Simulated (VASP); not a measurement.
Write the native input for VASP 6.6.1 that does the following.

```
Task                   : dielectric tensor
Functional             : LDA
Potentials or basis    : VASP PAW LDA potentials, release 64 (Be, S)
Cutoff                 : 520 eV
k mesh                 : 6 × 6 × 6, shifted
Occupations            : gaussian, width 0.01 eV
Spin                   : no spin polarisation
Dipole correction      : no
Further INCAR settings : ALGO = Normal; EDIFF = 1e-08; ISYM = 0
```

The structure of BeS lies in POSCAR:

```
BeS
1.0
    0.0000000000      2.4250000000      2.4250000000
    2.4250000000      0.0000000000      2.4250000000
    2.4250000000      2.4250000000      0.0000000000
Be S
1 1
Direct
    0.0000000000      0.0000000000      0.0000000000
    0.2500000000      0.2500000000      0.2500000000
```

The input as run:

INCAR

```
SYSTEM = BeS
  PREC = Accurate
  ENCUT = 520
  EDIFF = 1E-8
  ISMEAR = 0
  SIGMA = 0.01
  LREAL = .False.
  LASPH = .True.
  NELM = 80
  ALGO = Normal
  ISIF = 2
  LWAVE = .False.
  LCHARG = .False.
  GGA = CA
  LEPSILON = .True.
  ISYM = 0
```

KPOINTS

```
Automatic mesh
0
Gamma
  6 6 6
  0.5 0.5 0.5
```

Potentials or basis: VASP PAW LDA potentials, release 64 (Be, S).

Command:

```console
$ cat potpaw_LDA.64/Be/POTCAR potpaw_LDA.64/S/POTCAR > POTCAR
$ mpirun -np 1 vasp_std > vasp.out
```

Results of the run:

The band gap on the k mesh is 3.33 eV, indirect (least direct gap 5.55 eV), the electronic dielectric tensor (diagonal) is 5.37 and the born charges (mean of the diagonal) is Be +1.58; S -1.58 e.

Run time: 8.1 min on 1 thread of Intel(R) Xeon(R) Platinum 8488C (Sapphire Rapids), with other jobs on the host, peak memory 0.4 GiB.
